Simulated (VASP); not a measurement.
Cd2Te, 3 atoms in the cell. The structure is trigonal, space group P-3m1 (No. 164). Conventional cell: a = 4.344 Å, b = 4.344 Å, c = 5.392 Å, α = 90.00°, β = 90.00°, γ = 120.00°. Cd (site symmetry 3m) has 3 Te at 3.06 Å and 3 Cd at 3.13 Å within 4.0 Å. Te (site symmetry -3m) has 6 Cd at 3.06 Å within 4.0 Å. 

```yaml
Program: VASP 6.6.1
Task: relaxation of shape and atoms at fixed volume
Functional: PBE
Potentials_or_basis: VASP PAW PBE potentials, release 64 (Cd, Te)
Cutoff: 500 eV
k_mesh: 12 × 12 × 8
Occupations: gaussian, width 0.1 eV
Spin: no spin polarisation
Dipole_correction: no
Further_INCAR_settings: ALGO = Normal; EDIFF = 1e-07; IBRION = 2; EDIFFG = -0.01; NSW = 50; ISIF = 4
```

Potentials or basis: VASP PAW PBE potentials, release 64 (Cd, Te).

Command:

```sh
$ cat potpaw_PBE.64/Cd/POTCAR potpaw_PBE.64/Te/POTCAR > POTCAR
$ mpirun -np 1 vasp_std > vasp.out
```

Hardware: 1 thread of Oxide Virtual Turin-like Processor, on a shared host.

**Question.** Estimate the wall time of this run.

**Answer.** Run time: 4.5 min on 1 thread of Oxide Virtual Turin-like Processor, on a shared host, peak memory 0.31 GiB. Counts: scf iterations 25, k points 131, ion steps 3.
